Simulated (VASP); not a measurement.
# Si64Au (a cell with a defect) in VASP: single point with HSE06

Aim: the single point of Si64Au (a cell with a defect) with HSE06.

All numbers are computed with VASP 6.6.1; they aren't measurements. Logs are shortened: lines on timing, memory, paths and dates and some standing lists are left out, and cuts for length are marked.

## Step 1: The cell of the first run

The cell holds a defect, 65 atoms: a = 10.866 Å, b = 10.866 Å, c = 10.866 Å, α = 90.00°, β = 90.00°, γ = 90.00°.

## Step 2: Single point, HSE06

POSCAR reads:

```
Si64Au
1.0
   10.8655790000      0.0000000000      0.0000000000
    0.0000000000     10.8655790000      0.0000000000
    0.0000000000      0.0000000000     10.8655790000
Si Au
64 1
Direct
    0.0000900000      0.9993900000      0.9980300000
    0.0005600000      0.9995900000      0.4974800000
    0.9994700000      0.4989300000      0.9974100000
    0.0009500000      0.5002300000      0.4991100000
    0.4995400000      0.9995800000      0.9985000000
    0.5017100000      0.9984000000      0.4996500000
    0.5011600000      0.5002200000      0.9989000000
    0.5133300000      0.5103600000      0.5112800000
    0.1250900000      0.1239100000      0.1230300000
    0.1211800000      0.1228700000      0.6270000000
    0.1184600000      0.6332700000      0.1163800000
    0.1257500000      0.6248800000      0.6240300000
    0.6290900000      0.1228600000      0.1190900000
    0.6261600000      0.1242200000      0.6241000000
    0.6261000000      0.6248800000      0.1236900000
    0.6350700000      0.6367300000      0.6329900000
    0.2487300000      0.2479400000      0.9971900000
    0.2462100000      0.2437500000      0.5016100000
    0.2514500000      0.7522200000      0.9959800000
    0.2495900000      0.7505400000      0.5001900000
    0.7517000000      0.2512700000      0.9970500000
    0.7518600000      0.2484200000      0.5003400000
    0.7507200000      0.7500000000      0.9992000000
    0.7541300000      0.7531000000      0.4971400000
    0.3729600000      0.3752600000      0.1194000000
    0.3785900000      0.3761300000      0.6284400000
    0.3758400000      0.8745700000      0.1238000000
    0.3754100000      0.8754300000      0.6241400000
    0.8754500000      0.3752400000      0.1239200000
    0.8757500000      0.3758300000      0.6237200000
    0.8745400000      0.8763600000      0.1239200000
    0.8773900000      0.8763000000      0.6246900000
    0.2491400000      0.9981400000      0.2470700000
    0.2508400000      0.0006300000      0.7482900000
    0.2403000000      0.5081800000      0.2382500000
    0.2502400000      0.5007000000      0.7489800000
    0.7503600000      0.0006300000      0.2487800000
    0.7510000000      0.9999300000      0.7489500000
    0.7510400000      0.5007000000      0.2481900000
    0.7525700000      0.5002900000      0.7505100000
    0.3755000000      0.1194000000      0.3734200000
    0.3758000000      0.1249200000      0.8736100000
    0.3770200000      0.6306300000      0.3749600000
    0.3759000000      0.6244900000      0.8742400000
    0.8756700000      0.1249200000      0.3737400000
    0.8758900000      0.1251400000      0.8738100000
    0.8763100000      0.6244900000      0.3738300000
    0.8765500000      0.6262400000      0.8744900000
    0.9992500000      0.2479400000      0.2466700000
    0.9991300000      0.2512700000      0.7496300000
    0.9980600000      0.7522100000      0.2493800000
    0.0012600000      0.7500000000      0.7486700000
    0.5037000000      0.2437200000      0.2441300000
    0.5023900000      0.2484200000      0.7498000000
    0.5022500000      0.7505400000      0.2475300000
    0.4992100000      0.7530900000      0.7520600000
    0.1214600000      0.3752700000      0.3709000000
    0.1259800000      0.3752400000      0.8733900000
    0.1258600000      0.8745700000      0.3737900000
    0.1259900000      0.8763700000      0.8724700000
    0.6305000000      0.3761200000      0.3765300000
    0.6257800000      0.3758300000      0.8736900000
    0.6261900000      0.8754300000      0.3733400000
    0.6267400000      0.8763000000      0.8753300000
    0.3782400000      0.3903700000      0.3761200000
```

INCAR.step1 reads:

```
PREC = Accurate ; ENCUT = 400
EDIFF = 1E-5 ; ISMEAR = -1
SIGMA = 0.05 ; LREAL = Auto
LASPH = True ; NELM = 120
ALGO = Normal ; ISIF = 2
LWAVE = True ; GGA = PE
NELECT = 266.0 ; NBANDS = 172
GGA_COMPAT = False
```

INCAR.step2 reads:

```
PREC = Accurate ; ENCUT = 400
EDIFF = 1E-6 ; ISMEAR = -1
SIGMA = 0.05 ; LREAL = Auto
LASPH = True ; NELM = 120
ALGO = Normal ; ISIF = 2
LWAVE = False ; LCHARG = True
GGA = PE ; LHFCALC = True
HFSCREEN = 0.2079 ; PRECFOCK = Fast
LELF = True ; LVHAR = True
ISTART = 1 ; NELECT = 266.0
NBANDS = 172 ; GGA_COMPAT = False
```

KPOINTS reads:

```
regular mesh
0
Gamma
  1 1 1
```

Potentials or basis: VASP PAW PBE potentials, release 64 (Si, Au).

Started as:

```
> cat potpaw_PBE.64/Si/POTCAR potpaw_PBE.64/Au/POTCAR > POTCAR
> cp INCAR.step1 INCAR
> mpirun -np 1 vasp_gam > vasp.out
> cp INCAR.step2 INCAR
> mpirun -np 1 vasp_gam > vasp.out
```

OUTCAR:

```text
PREC = Accurate
   ENCUT = 400
   EDIFF = 1E-6
   ISMEAR = -1
   LREAL = Auto
   LASPH = True
   NELM = 120
   ISIF = 2
   GGA = PE
   LHFCALC = True
   HFSCREEN = 0.2079
   PRECFOCK = Fast
   ISTART = 1
   NELECT = 266.0

 ion  position               nearest neighbor table
   1  0.000  0.999  0.998-  46 2.35  31 2.35  60 2.35   9 2.35
   2  0.001  1.000  0.497-  10 2.34  32 2.34  45 2.35  59 2.35
   3  0.999  0.499  0.997-  11 2.34  48 2.34  58 2.35  29 2.35
   4  0.001  0.500  0.499-  57 2.34  47 2.35  30 2.35  12 2.35
   5  0.500  1.000  0.998-  13 2.34  64 2.34  42 2.35  27 2.35
   6  0.502  0.998  0.500-  41 2.34  28 2.34  63 2.34  14 2.35
   7  0.501  0.500  0.999-  25 2.34  44 2.35  62 2.35  15 2.35
   8  0.513  0.510  0.511-  16 2.32  26 2.43  61 2.43  65 2.45  43 2.47
   9  0.125  0.124  0.123-  17 2.34  49 2.34  33 2.35   1 2.35
  10  0.121  0.123  0.627-  18 2.33  50 2.34  34 2.34   2 2.34
  11  0.118  0.633  0.116-  35 2.31  19 2.34  51 2.34   3 2.34
  12  0.126  0.625  0.624-  20 2.34  36 2.34  52 2.35   4 2.35
  13  0.629  0.123  0.119-  53 2.33  21 2.34  37 2.34   5 2.34
  14  0.626  0.124  0.624-  22 2.34  54 2.34  38 2.35   6 2.35
  15  0.626  0.625  0.124-  55 2.34  39 2.34  23 2.35   7 2.35
  16  0.635  0.637  0.633-   8 2.32  24 2.33  56 2.33  40 2.34
  17  0.249  0.248  0.997-   9 2.34  42 2.34  25 2.35  58 2.35
[... 32 lines left out ...]
  50  0.999  0.251  0.750-  10 2.34  46 2.34  30 2.35  58 2.35
  51  0.998  0.752  0.249-  11 2.34  31 2.34  47 2.35  59 2.35
  52  0.001  0.750  0.749-  32 2.35  12 2.35  48 2.35  60 2.35
  53  0.504  0.244  0.244-  13 2.33  41 2.40  25 2.43  61 2.46  65 2.54
  54  0.502  0.248  0.750-  26 2.34  14 2.34  42 2.35  62 2.35
  55  0.502  0.751  0.248-  43 2.34  15 2.34  27 2.35  63 2.35
  56  0.499  0.753  0.752-  16 2.33  64 2.35  28 2.35  44 2.35
  57  0.121  0.375  0.371-   4 2.34  49 2.35  35 2.41  18 2.43  65 2.80
  58  0.126  0.375  0.873-  17 2.35  36 2.35   3 2.35  50 2.35
  59  0.126  0.875  0.374-  33 2.34   2 2.35  20 2.35  51 2.35
  60  0.126  0.876  0.872-  19 2.34  34 2.34   1 2.35  52 2.35
  61  0.630  0.376  0.377-  22 2.34  39 2.34   8 2.43  53 2.46  65 2.75
  62  0.626  0.376  0.874-  21 2.35   7 2.35  40 2.35  54 2.35
  63  0.626  0.875  0.373-   6 2.34  37 2.35  24 2.35  55 2.35
  64  0.627  0.876  0.875-   5 2.34  56 2.35  23 2.35  38 2.35
  65  0.378  0.390  0.376-   8 2.45  35 2.48  53 2.54  18 2.54  43 2.61  61 2.75  26 2.75  25 2.79
                            57 2.80  41 2.94

  LATTYP: Found a simple cubic cell.
 ALAT       =    10.8655790000

  Lattice vectors:

 A1 = (  10.8655790000,   0.0000000000,   0.0000000000)
 A2 = (   0.0000000000,  10.8655790000,   0.0000000000)
 A3 = (   0.0000000000,   0.0000000000,  10.8655790000)

[... 244 lines left out ...]
   EFERMI_NEDOS =   21; number of points for ismear=-14 and -15
   IALGO  =     38    algorithm
   IMIX   =      1    mixing-type and parameters
     AMIX     =   0.40;   BMIX     =  1.00
     AMIX_MAG =   1.60;   BMIX_MAG =  1.00
  volume/ion in A,a.u.               =      19.74       133.18
  Fermi-wavevector in a.u.,A,eV,Ry     =   0.968982  1.831111 12.774873  0.938927
  Thomas-Fermi vector in A             =   2.098997
   LORBIT       =      0    0 simple, 1 ext, 2 COOP (PROOUT), +10 PAW based schemes
   GGA     = PE    functional components
   LHFCALC =     T    Hartree Fock is set to
   PRECFOCK=fast      Normal, Fast or Accurate (Low or Medium for compatibility)
   ENCUT4O =  -1.0   cutoff for four orbital integrals eV
   NKREDX  =     1    reduce k-point grid by
   NKREDY  =     1    reduce k-point grid by
   NKREDZ  =     1    reduce k-point grid by
   AEXX    =    0.2500 exact exchange contribution
   HFSCREEN=    0.2079 screening length (either q_TF or 0.3 A-1)
   HFSCREENC=   0.2079 screening length for correlation (either q_TF or 0.3 A-1)
   ENCUTFOCK=  -1.0 apply spherical cutoff to Coloumb kernel
   IVDW    =     0    specifies the selected vdW correction
   LEPSILON=     F    determine dielectric tensor
   LRPA    =     F    only Hartree local field effects (RPA)
 non-spin polarized calculation
  energy-cutoff  :      400.00
  volume of cell :     1282.80
 maximum number of plane-waves:     11564
 NGX is ok and might be reduce to    70
  NGX = 36; NGY = 36; NGZ = 36

 number of electron     265.9999984 magnetization

 Free energy of the ion-electron system (eV)
  ---------------------------------------------------
  ext. energy  EPLUGINS =         0.00000000
  ---------------------------------------------------
  free energy    TOTEN  =      -402.55555172 eV

  energy without entropy =     -402.55205444  energy(sigma->0) =     -402.55380308

 E-fermi :   6.0330     XC(G=0):  -7.8881

 val. band max:        5.7140500336   @ k =   0.0000   0.0000   0.0000
 cond. band min:       6.3355427955   @ k =   0.0000   0.0000   0.0000
 fundamental gap:      0.6214927619
 Fermi energy:         6.0330047387

 k-point     1 :       0.0000    0.0000    0.0000
  band No.  band energies     occupation
      1      -7.7285      2.00000
      2      -6.7707      2.00000
      3      -6.4674      2.00000
      4      -6.4557      2.00000
      5      -6.4466      2.00000
      6      -6.4215      2.00000
[... 137 lines left out ...]
    144       7.5548      0.00000
    145       7.5810      0.00000
 [bands above 145 left out]

------------------------ aborting loop because EDIFF is reached ----------------------------------------

  FORCE on cell =-STRESS in cart. coord.  units (eV):
  Direction    XX          YY          ZZ          XY          YZ          ZX
  --------------------------------------------------------------------------------------
  -------------------------------------------------------------------------------------
  Total        4.9715460      5.0660942      4.9778369     -0.4251601     -0.4223618      0.7077173
  in kB        6.2093111      6.3273990      6.2171683     -0.5310121     -0.5275171      0.8839175
  external PRESSURE =       6.2512928 kB  Pullay stress =       0.0000000 kB

 VOLUME and BASIS-vectors are now :
 -----------------------------------------------------------------------------
  energy-cutoff  :      400.00
  volume of cell :     1282.80
      direct lattice vectors                 reciprocal lattice vectors
    10.865579000  0.000000000  0.000000000     0.092033752  0.000000000  0.000000000
     0.000000000 10.865579000  0.000000000     0.000000000  0.092033752  0.000000000
     0.000000000  0.000000000 10.865579000     0.000000000  0.000000000  0.092033752

 POSITION                                       TOTAL-FORCE (eV/Angst)
 -----------------------------------------------------------------------------------
      0.00098     10.85895     10.84417         0.045019      0.041402      0.044545
      0.00608     10.86112      5.40541         0.022278      0.023610      0.075176
     10.85982      5.42116     10.83744         0.009608      0.076108      0.009439
      0.01032      5.43529      5.42312        -0.002592      0.015005      0.027894
      5.42779     10.86102     10.84928         0.075069      0.025759      0.022579
      5.45137     10.84819      5.42899         0.021461      0.022600      0.021874
[... 57 lines left out ...]
      6.80989      9.52151      9.51097        -0.120649     -0.008820      0.000385
      4.10980      4.24160      4.08676        -0.008957     -0.023908     -0.010825
 -----------------------------------------------------------------------------------
    total drift:                               -0.016784     -0.002094      0.009984

  FREE ENERGIE OF THE ION-ELECTRON SYSTEM (eV)
  ---------------------------------------------------
  free  energy   TOTEN  =      -402.5555517217 eV

  energy  without entropy=     -402.5520544384  energy(sigma->0) =     -402.55380308
```

Run time: 29 min. Hardware: 1 thread of Intel Xeon 8259CL, shared host; peak memory 0.91 GiB.

What came out:

| Property | Result |
| --- | --- |
| Free energy | -402.5556 eV |
| Largest force | 0.386 eV/Å |

Forces in eV/Å, atoms in the order of the input:
```
Si   0.045  0.041  0.045
Si   0.022  0.024  0.075
Si   0.010  0.076  0.009
Si  -0.003  0.015  0.028
Si   0.075  0.026  0.023
Si   0.021  0.023  0.022
Si   0.028  0.017 -0.002
Si   0.092  0.051  0.089
Si  -0.041 -0.043 -0.040
Si   0.065  0.053 -0.043
Si   0.104 -0.060  0.102
Si  -0.026 -0.026 -0.025
Si  -0.044  0.053  0.066
Si  -0.019 -0.034 -0.018
Si  -0.029 -0.028 -0.024
Si  -0.214 -0.239 -0.214
Si   0.070  0.069  0.027
Si   0.052  0.057  0.020
Si   0.017  0.023  0.014
Si   0.032  0.012 -0.006
Si   0.024  0.027  0.026
Si   0.013  0.042 -0.014
Si   0.025  0.038  0.031
Si   0.061  0.062  0.077
Si  -0.060 -0.036 -0.160
Si   0.024 -0.007  0.075
Si  -0.023 -0.021 -0.049
Si  -0.013 -0.028 -0.024
Si  -0.021 -0.025 -0.052
Si  -0.030 -0.016 -0.015
Si  -0.040 -0.034 -0.041
Si   0.001 -0.007 -0.121
Si   0.053  0.011  0.055
Si   0.017  0.011  0.020
Si   0.010 -0.014  0.009
Si   0.019 -0.011  0.025
Si   0.020  0.010  0.016
Si   0.029  0.040  0.029
Si   0.025 -0.010  0.019
Si   0.057  0.076  0.056
Si  -0.040 -0.141 -0.040
Si  -0.028 -0.052 -0.030
Si  -0.019  0.127 -0.018
Si  -0.015 -0.021 -0.033
Si  -0.032 -0.051 -0.026
Si  -0.042 -0.051 -0.040
Si  -0.035 -0.020 -0.013
Si  -0.025 -0.142 -0.024
Si   0.029  0.069  0.069
Si   0.028  0.026  0.022
Si   0.015  0.024  0.018
Si   0.031  0.038  0.024
Si   0.019  0.058  0.050
Si  -0.011  0.041  0.012
Si  -0.005  0.010  0.030
Si   0.079  0.062  0.059
Si  -0.160 -0.036 -0.061
Si  -0.053 -0.025 -0.019
Si  -0.049 -0.020 -0.024
Si  -0.043 -0.033 -0.041
Si   0.077 -0.005  0.024
Si  -0.017 -0.016 -0.029
Si  -0.023 -0.027 -0.011
Si  -0.121 -0.009  0.000
Au  -0.009 -0.024 -0.011
```

Levels at points of the mesh, in eV from the Fermi level:
| k point | band 131 | band 132 | band 133 | band 134 | band 135 | band 136 |
| --- | --- | --- | --- | --- | --- | --- |
| (0.00, 0.00, 0.00) | -0.42 | -0.39 | -0.32 | 0.30 | 0.95 | 0.95 |

Caveat: the k points lie up to 0.58 Å⁻¹ apart; the cell carries a net charge on a neutralising background, which shifts energy and pressure; the cell is charged against a uniform background, so pressure and absolute levels hang on convention; the PAW data sets were made with another functional, which shifts forces and pressure a little; spin-orbit coupling is left out, which moves the levels of the heavy elements.
